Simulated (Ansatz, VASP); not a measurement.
Sr in VASP and in Ansatz

Contents of INCAR:

```
SYSTEM = Sr
ALGO     = Fast           ! electronic algorithm
EDIFF    = 1E-7           ! SCF threshold, eV
ENCUT    = 520            ! plane-wave cutoff, eV
GGA      = PS             ! functional
ISIF     = 2              ! what is computed and relaxed
ISMEAR   = 0              ! smearing method
LASPH    = .True.         ! aspherical terms in the spheres
LCHARG   = .True.         ! write CHGCAR
LELF     = .True.         ! ELF
LREAL    = .False.        ! projectors in reciprocal space
LVHAR    = .True.       
LWAVE    = .False.        ! write WAVECAR
NBANDS   = 11             ! bands
NELM     = 60             ! most SCF steps
PREC     = Accurate       ! precision mode
SIGMA    = 0.03           ! smearing width, eV
```

File KPOINTS:

```
k-points
0
Gamma
  10 10 10
  0 0 0
```

The input POSCAR:

```
Sr
1.0
    0.0000000000      2.8902325000      2.9662912500
    2.8902325000      0.0000000000      2.9662912500
    2.8902325000      2.8902325000      0.0000000000
Sr
1
Direct
    0.0000000000      0.0000000000      0.0000000000
```

Input for Ansatz:

```yaml
crystal:
  lattice:
    - [0.0, 2.8902325, 2.96629125]
    - [2.8902325, 0.0, 2.96629125]
    - [2.8902325, 2.8902325, 0.0]
  atoms:
    - { symbol: Sr, position: [0.0, 0.0, 0.0] }
basis:
  ecutwfc: 420
kpoints:
  mp_grid: { grid: [10, 10, 10] }
hamiltonian:
  xc: pbesol
scf:
  occupations: { method: gaussian, width: 0.03 }
output:
  forces: true
  stress: true
  eigenvalues: true
```

Change from the starting cell: strain -0.050 along x and y, -0.025 along z, atoms carried along.

Alike in both runs: task single point; functional PBEsol; k mesh 10 × 10 × 10; occupations gaussian, width 0.03 eV; no spin polarisation.

|  | VASP | Ansatz |
| --- | --- | --- |
| version | VASP 6.6.1 | Ansatz 0.2.0 |
| potentials or method | VASP PAW PBE potentials, release 64 (Sr_sv), cutoff 520 eV | scalar-relativistic, plane waves, PAW |
| valence electrons in the cell | 10 | 10 |

|  | VASP | Ansatz | Ansatz less VASP |
| --- | --- | --- | --- |
| gap on the k mesh at the Fermi level (eV) | none | none | - |
| pressure (GPa) | 0.6 | 0.6 | -0.02 |

VASP's potentials were made for PBE, not for PBEsol. A gap of «none» marks a metal or a gap that the smearing closes.
